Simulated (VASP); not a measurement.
Set up this calculation in VASP 6.6.1, as the native input.

* Task: single point
* Functional: PBEsol
* Potentials or basis: VASP PAW PBE potentials, release 64 (Te)
* Cutoff: 520 eV
* k mesh: 7 × 7 × 5
* Occupations: fermi-dirac, width 0.05 eV
* Spin: no spin polarisation
* Dipole correction: no
* Further INCAR settings: ALGO = Normal; EDIFF = 1e-06; NBANDS = 16

The structure of Te lies in POSCAR:

```
Te
1.0
    4.4540000000      0.0000000000      0.0000000000
   -2.2270000000      3.8572771485      0.0000000000
    0.0000000000      0.0000000000      5.9240000000
Te
3
Direct
    0.7310000000      0.7310000000      0.0000000000
    0.0000000000      0.2690000000      0.6666666667
    0.2690000000      0.0000000000      0.3333333333
```

These files were run (other wordings do the same):

INCAR

```
ALGO = Normal
EDIFF = 1E-6
ENCUT = 520
GGA = PS
ISIF = 2
ISMEAR = -1
LASPH = True
LCHARG = True
LELF = True
LREAL = False
LVHAR = True
LWAVE = False
NBANDS = 16
NELM = 80
PREC = Accurate
SIGMA = 0.05
```

KPOINTS

```
k-points
0
Gamma
  7 7 5
```

Potentials or basis: VASP PAW PBE potentials, release 64 (Te).

Launch:

```bash
$ cat potpaw_PBE.64/Te/POTCAR > POTCAR
$ mpirun -np 1 vasp_std > vasp.out
```

It gave:

The pressure is -0.9 GPa, the largest force is 0.126 eV/Å and the band gap on the k mesh is 0.59 eV, indirect (least direct gap 0.76 eV).

Caveat: the PAW data sets were made with another functional, which shifts forces and pressure a little; spin-orbit coupling is left out, which moves the levels of the heavy elements.

Wall time 35 s on 1 thread of Intel(R) Xeon(R) Platinum 8375C CPU @ 2.90GHz (Ice Lake) (shared host), peak memory 0.24 GiB.
